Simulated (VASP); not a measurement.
# Na (P6_3/mmc) in VASP: further runs, part 2 of 2

VASP 6.6.1. Earlier steps stand in the parts before.

### 3 Electric field gradients, PBE (zz strain of -2 %)

File INCAR:

```
ALGO = Normal
EDIFF = 1E-8
ENCUT = 520
GGA = PE
ISIF = 2
ISMEAR = -1
LASPH = True
LCHARG = False
LEFG = True
LREAL = False
LWAVE = False
NBANDS = 14
NELM = 100
PREC = Accurate
SIGMA = 0.05
```

File KPOINTS:

```
k-points
0
Gamma
  13 13 7
```

File POSCAR:

```
Na
1.0
    3.7670009976      0.0000000000      0.0000000000
   -1.8835004988      3.2623185600      0.0000000000
    0.0000000000      0.0000000000      6.0309200000
Na
2
Direct
    0.3333333333      0.6666666667      0.2500000000
    0.6666666667      0.3333333333      0.7500000000
```

Potentials or basis: VASP PAW PBE potentials, release 64 (Na_pv).

Launch:

```sh
> cat potpaw_PBE.64/Na_pv/POTCAR > POTCAR
> mpirun -np 1 vasp_std > vasp.out
```

OUTCAR:

```text
EDIFF = 1E-8
   ENCUT = 520
   GGA = PE
   ISIF = 2
   ISMEAR = -1
   LASPH = True
   LREAL = False
   NELM = 100
   PREC = Accurate

 ion  position               nearest neighbor table
   1  0.333  0.667  0.250-
   2  0.667  0.333  0.750-

  LATTYP: Found a hexagonal cell.
 ALAT       =     3.7670009976
 C/A-ratio  =     1.6009870992

  Lattice vectors:

 A1 = (   3.7670009976,   0.0000000000,   0.0000000000)
 A2 = (  -1.8835004988,   3.2623185600,   0.0000000000)
 A3 = (   0.0000000000,   0.0000000000,   6.0309200000)

Analysis of symmetry for initial positions (statically):
=====================================================================
 Subroutine PRICEL returns:
 Original cell was already a primitive cell.

 Routine SETGRP: Setting up the symmetry group for a
 hexagonal supercell.

 Subroutine GETGRP returns: Found 24 space group operations
 (whereof 12 operations were pure point group operations)
 out of a pool of 24 trial point group operations.

The static configuration has the point symmetry D_3d.
 The point group associated with its full space group is D_6h.

Analysis of symmetry for dynamics (positions and initial velocities):
=====================================================================
 Subroutine PRICEL returns:
 Original cell was already a primitive cell.

 Routine SETGRP: Setting up the symmetry group for a
 hexagonal supercell.

 Subroutine GETGRP returns: Found 24 space group operations
 (whereof 12 operations were pure point group operations)
 out of a pool of 24 trial point group operations.

The dynamic configuration has the point symmetry D_3d.
 The point group associated with its full space group is D_6h.

 Subroutine INISYM returns: Found 24 space group operations
 (whereof 12 operations are pure point group operations),
 and found     1 'primitive' translations

----------------------------------------------------------------------------------------

                                     Primitive cell

  volume of cell :      74.1149

  direct lattice vectors                    reciprocal lattice vectors
     3.767000998  0.000000000  0.000000000     0.265463163  0.153265229  0.000000000
    -1.883500499  3.262318560  0.000000000     0.000000000  0.306530457  0.000000000
     0.000000000  0.000000000  6.030920000     0.000000000  0.000000000  0.165812181

  length of vectors
     3.767000998  3.767000998  6.030920000     0.306530457  0.306530457  0.165812181

  position of ions in fractional coordinates (direct lattice)
     0.333333333  0.666666667  0.250000000
     0.666666667  0.333333333  0.750000000

  ion indices of the primitive-cell ions
   primitive index   ion index
                 1           1
                 2           2

----------------------------------------------------------------------------------------

 KPOINTS: k-points

Automatic generation of k-mesh.
 Grid dimensions read from file:
 generate k-points for:   13   13    7

 Generating k-lattice:

[... 81 lines left out ...]
     AMIX_MAG =   1.60;   BMIX_MAG =  1.00
  volume/ion in A,a.u.               =      37.06       250.08
  Fermi-wavevector in a.u.,A,eV,Ry     =   0.939324  1.775066 12.004834  0.882330
  Thomas-Fermi vector in A             =   2.066625
   LORBIT       =      0    0 simple, 1 ext, 2 COOP (PROOUT), +10 PAW based schemes
   GGA     = PE    functional components
   LHFCALC =     F    Hartree Fock is set to
   AEXX    =    0.0000 exact exchange contribution
   IVDW    =     0    specifies the selected vdW correction
   LEPSILON=     F    determine dielectric tensor
   LRPA    =     F    only Hartree local field effects (RPA)
 non-spin polarized calculation
  energy-cutoff  :      520.00
  volume of cell :       74.11
 maximum number of plane-waves:      2015
 NGX is ok and might be reduce to    28
   NGX = 13   NGY = 13   NGZ = 23

 number of electron      14.0000003 magnetization

 Free energy of the ion-electron system (eV)
  ---------------------------------------------------
  ext. energy  EPLUGINS =         0.00000000
  ---------------------------------------------------
  free energy    TOTEN  =        -2.62442049 eV

  energy without entropy =       -2.61617297  energy(sigma->0) =       -2.62029673

 E-fermi :   0.3241     XC(G=0):  -6.5024

 val. band max:        0.3187598719   @ k =   0.3846   0.1538   0.0000
 cond. band min:       0.3425838108   @ k =   0.0769   0.0769   0.1429
 fundamental gap:      0.0238239390
 Fermi energy:         0.3241231610

 k-point     1 :       0.0000    0.0000    0.0000
  band No.  band energies     occupation
      1     -24.6034      2.00000
      2     -24.5719      2.00000
      3     -24.5719      2.00000
      4     -24.5665      2.00000
      5     -24.5665      2.00000
      6     -24.5665      2.00000
      7      -2.9501      2.00000
      8       0.9751      0.00000
      9       1.4094      0.00000
     10      10.1499      0.00000
     11      10.1499      0.00000
     12      10.4935      0.00000
     13      10.4935      0.00000
     14      10.7907      0.00000
[... 377 lines left out ...]
      1     -24.5993      2.00000
      2     -24.5768      2.00000
      3     -24.5734      2.00000
      4     -24.5733      2.00000
      5     -24.5682      2.00000
      6     -24.5676      2.00000
      7      -2.5183      2.00000
      8       0.4234      0.24146
      9       2.7445      0.00000
     10       6.9971      0.00000
     11       8.8317      0.00000
     12       8.9577      0.00000
     13       9.8998      0.00000
     14      11.0828      0.00000

 [... further k-points ...]

------------------------ aborting loop because EDIFF is reached ----------------------------------------

  FORCE on cell =-STRESS in cart. coord.  units (eV):
  Direction    XX          YY          ZZ          XY          YZ          ZX
  --------------------------------------------------------------------------------------
  -------------------------------------------------------------------------------------
  Total       -0.0408198     -0.0408198      0.0887348      0.0000000      0.0000000      0.0000000
  in kB       -0.8824212     -0.8824212      1.9182212      0.0000000      0.0000000      0.0000000
  external PRESSURE =       0.0511262 kB  Pullay stress =       0.0000000 kB

 VOLUME and BASIS-vectors are now :
 -----------------------------------------------------------------------------
  energy-cutoff  :      520.00
  volume of cell :       74.11
      direct lattice vectors                 reciprocal lattice vectors
     3.767000998  0.000000000  0.000000000     0.265463163  0.153265229  0.000000000
    -1.883500499  3.262318560  0.000000000     0.000000000  0.306530457  0.000000000
     0.000000000  0.000000000  6.030920000     0.000000000  0.000000000  0.165812181

 POSITION                                       TOTAL-FORCE (eV/Angst)
 -----------------------------------------------------------------------------------
     -0.00000      2.17488      1.50773         0.000000     -0.000000      0.000000
      1.88350      1.08744      4.52319        -0.000000      0.000000      0.000000
 -----------------------------------------------------------------------------------
    total drift:                                0.000000     -0.000000      0.000000

  FREE ENERGIE OF THE ION-ELECTRON SYSTEM (eV)
  ---------------------------------------------------
  free  energy   TOTEN  =        -2.6244204950 eV

  energy  without entropy=       -2.6161729739  energy(sigma->0) =       -2.62029673

 Electric field gradients (V/A^2)
---------------------------------------------------------------------
 ion       V_xx      V_yy      V_zz      V_xy      V_xz      V_yz
---------------------------------------------------------------------
   1      -0.005    -0.002     0.007     0.002    -0.000     0.000
   2      -0.005    -0.002     0.007     0.002     0.000    -0.000
---------------------------------------------------------------------

 Electric field gradients after diagonalization (V/A^2)
 (convention: |V_zz| > |V_xx| > |V_yy|)
----------------------------------------------------------------------
 ion       V_xx      V_yy      V_zz     asymmetry (V_yy - V_xx)/ V_zz
----------------------------------------------------------------------
   1      -0.006    -0.001     0.007       0.648
   2      -0.006    -0.001     0.007       0.648
----------------------------------------------------------------------

           NMR quadrupolar parameters

 Cq : quadrupolar parameter    Cq=e*Q*V_zz/h
 eta: asymmetry parameters     (V_yy - V_xx)/ V_zz
 Q  : nuclear electric quadrupole moment in mb (millibarn)
----------------------------------------------------------------------
 ion       Cq(MHz)       eta       Q (mb)
----------------------------------------------------------------------
   1       0.000       0.648       1.000
   2       0.000       0.648       1.000
----------------------------------------------------------------------
```

stdout:

```text
POSCAR found type information on POSCAR Na
 POSCAR found :  1 types and       2 ions
 scaLAPACK will be used
 LDA part: xc-table for (Slater+PW92), standard interpolation
 POSCAR, INCAR and KPOINTS ok, starting setup
 FFT: planning ... GRIDC
 FFT: planning ... GRID_SOFT
 FFT: planning ... GRID
 WAVECAR not read
 entering main loop
ion   1

ion   2
```

It took 28 s on 1 thread of Intel Xeon 6975P-C (Granite Rapids), shared host; peak memory 0.21 GiB.

Results:

```
Free energy            : -2.6244 eV
Pressure               : 0.0 GPa
Band gap on the k mesh : zero (band 7 reaches 1.74 eV, above the bottom of band 8 at -1.57 eV)
```

Caveat: the cell differs from its parent crystal (zz strain of -2 %); without QUAD_EFG the Cq values of the log hold for a quadrupole moment of 1 mb, not for the nuclei.

### 4 Electric field gradients, PBE (zz strain of +1 %)

File INCAR:

```
SYSTEM = Na
  ALGO = Normal
  EDIFF = 1E-8
  ENCUT = 520
  GGA = PE
  ISIF = 2
  ISMEAR = -1
  LASPH = .True.
  LCHARG = .False.
  LEFG = .True.
  LREAL = .False.
  LWAVE = .False.
  NBANDS = 14
  NELM = 80
  PREC = Accurate
  SIGMA = 0.05
```

File KPOINTS:

```
k-points
0
Gamma
  13 13 7
  0 0 0
```

Changes to POSCAR since step 3:

```diff
@@ -4,3 +4,3 @@
    -1.8835004988      3.2623185600      0.0000000000
-    0.0000000000      0.0000000000      6.0309200000
+    0.0000000000      0.0000000000      6.2155400000
 Na
```

Potentials or basis: VASP PAW PBE potentials, release 64 (Na_pv).

Launch:

```sh
> cat potpaw_PBE.64/Na_pv/POTCAR > POTCAR
> mpirun -np 1 vasp_std > vasp.out
```

OUTCAR:

```text
SYSTEM = Na
   EDIFF = 1E-8
   ENCUT = 520
   GGA = PE
   ISIF = 2
   ISMEAR = -1
   LASPH = .True.
   LREAL = .False.
   NELM = 80
   PREC = Accurate

 ion  position               nearest neighbor table
   1  0.333  0.667  0.250-
   2  0.667  0.333  0.750-

  LATTYP: Found a hexagonal cell.
 ALAT       =     3.7670009976
 C/A-ratio  =     1.6499969084

  Lattice vectors:

 A1 = (   3.7670009976,   0.0000000000,   0.0000000000)
[... 621 lines left out ...]

  FREE ENERGIE OF THE ION-ELECTRON SYSTEM (eV)
  ---------------------------------------------------
  free  energy   TOTEN  =        -2.6244826667 eV

  energy  without entropy=       -2.6168835936  energy(sigma->0) =       -2.62068313

 Electric field gradients (V/A^2)
---------------------------------------------------------------------
 ion       V_xx      V_yy      V_zz      V_xy      V_xz      V_yz
---------------------------------------------------------------------
   1       0.178     0.180    -0.357     0.002     0.000    -0.000
   2       0.178     0.180    -0.357     0.002    -0.000     0.000
---------------------------------------------------------------------

 Electric field gradients after diagonalization (V/A^2)
 (convention: |V_zz| > |V_xx| > |V_yy|)
----------------------------------------------------------------------
 ion       V_xx      V_yy      V_zz     asymmetry (V_yy - V_xx)/ V_zz
----------------------------------------------------------------------
   1       0.181     0.176    -0.357       0.013
   2       0.181     0.176    -0.357       0.013
----------------------------------------------------------------------

           NMR quadrupolar parameters

 Cq : quadrupolar parameter    Cq=e*Q*V_zz/h
 eta: asymmetry parameters     (V_yy - V_xx)/ V_zz
 Q  : nuclear electric quadrupole moment in mb (millibarn)
----------------------------------------------------------------------
 ion       Cq(MHz)       eta       Q (mb)
----------------------------------------------------------------------
   1      -0.001       0.013       1.000
   2      -0.001       0.013       1.000
----------------------------------------------------------------------
```

stdout:

```text
POSCAR found type information on POSCAR Na
 POSCAR found :  1 types and       2 ions
 scaLAPACK will be used
 LDA part: xc-table for (Slater+PW92), standard interpolation
 POSCAR, INCAR and KPOINTS ok, starting setup
 FFT: planning ... GRIDC
 FFT: planning ... GRID_SOFT
 FFT: planning ... GRID
 WAVECAR not read
 entering main loop
ion   1

ion   2
```

It took 31 s on 1 thread of Intel Xeon 6975P-C (Granite Rapids), shared host; peak memory 0.21 GiB.

Results:

- Free energy: -2.6245 eV
- Pressure: -0.2 GPa
- Band gap on the k mesh: zero (band 7 reaches 1.67 eV, above the bottom of band 8 at -1.67 eV)

Levels at points of the mesh, in eV from the Fermi level:
| k point | band 5 | band 6 | band 7 | band 8 | band 9 | band 10 |
| --- | --- | --- | --- | --- | --- | --- |
| (0.00, 0.00, 0.00) | -24.92 | -24.91 | -3.21 | 0.51 | 0.87 | 9.90 |

Electric field gradients, principal values (V/Å²):
```tsv
atom	least	middle	greatest (by size)
1 Na	0.176	0.181	-0.357
2 Na	0.176	0.181	-0.357
```

Caveat: the cell differs from its parent crystal (zz strain of +1 %); without QUAD_EFG the Cq values of the log hold for a quadrupole moment of 1 mb, not for the nuclei.

### 5 Overview

| cell | gap on the mesh (eV) | pressure (GPa) |
| --- | --- | --- |
| a = 3.654, b = 3.654, c = 6.154 Å, angles 90.0, 90.0, 120.0°, 2 atoms | none | 0.3 |
| a = 3.767, b = 3.767, c = 6.031 Å, angles 90.0, 90.0, 120.0°, 2 atoms | none | 0.0 |
| a = 3.767, b = 3.767, c = 6.216 Å, angles 90.0, 90.0, 120.0°, 2 atoms | none | -0.2 |

Alike in all rows: task electric field gradients; level PBE; potentials or basis VASP PAW PBE potentials, release 64 (Na_pv); no spin polarisation; k mesh 13 × 13 × 7; cutoff (eV) 520; smearing fermi-dirac 0.05 eV.

Absolute energies hang on the potentials; compare differences alone.
